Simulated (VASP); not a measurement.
Here is a VASP 6.6.1 calculation.

Contents of INCAR:

```
SYSTEM = HfB
ALGO     = Normal         ! electronic algorithm
EDIFF    = 1E-6           ! SCF threshold, eV
ENCUT    = 500            ! plane-wave cutoff, eV
GGA      = PE             ! functional
GGA_COMPAT= .FALSE.      
ISIF     = 2              ! what is computed and relaxed
ISMEAR   = 0              ! smearing method
ISYM     = 0            
LASPH    = .TRUE.         ! aspherical terms in the spheres
LCHARG   = .FALSE.        ! write CHGCAR
LREAL    = .FALSE.        ! projectors in reciprocal space
LWAVE    = .FALSE.        ! write WAVECAR
NBANDS   = 14             ! bands
NELM     = 120            ! most SCF steps
PREC     = Accurate       ! precision mode
SIGMA    = 0.1            ! smearing width, eV
```

Contents of KPOINTS:

```
k-points
0
G
  6 4 7
  0 0 0
```

Contents of POSCAR:

```
HfB
1.0
    0.0000000000      2.3100000000      2.3100000000
    2.3100000000      0.0000000000      2.3100000000
    2.3100000000      2.3100000000      0.0000000000
Hf B
1 1
Direct
    0.5000000000      0.5000000000      0.5000000000
    0.0000000000      0.0000000000      0.0000000000
```

Potentials or basis: VASP PAW PBE potentials, release 64 (Hf_pv, B).

Command:

```console
$ cat potpaw_PBE.64/Hf_pv/POTCAR potpaw_PBE.64/B/POTCAR > POTCAR
$ mpirun -np 1 vasp_std > vasp.out
```

**Question.** Predict the pressure.

**Answer.** 30.8 GPa.

**Question.** What does it give for the band gap on the k mesh?

**Answer.** Zero (an odd number of electrons rules out a gap without spin polarisation).

Caveat: the k points lie up to 0.49 Å⁻¹ apart, too coarse for converged energies and pressures of a metal; spin-orbit coupling is left out, which moves the levels of the heavy elements.
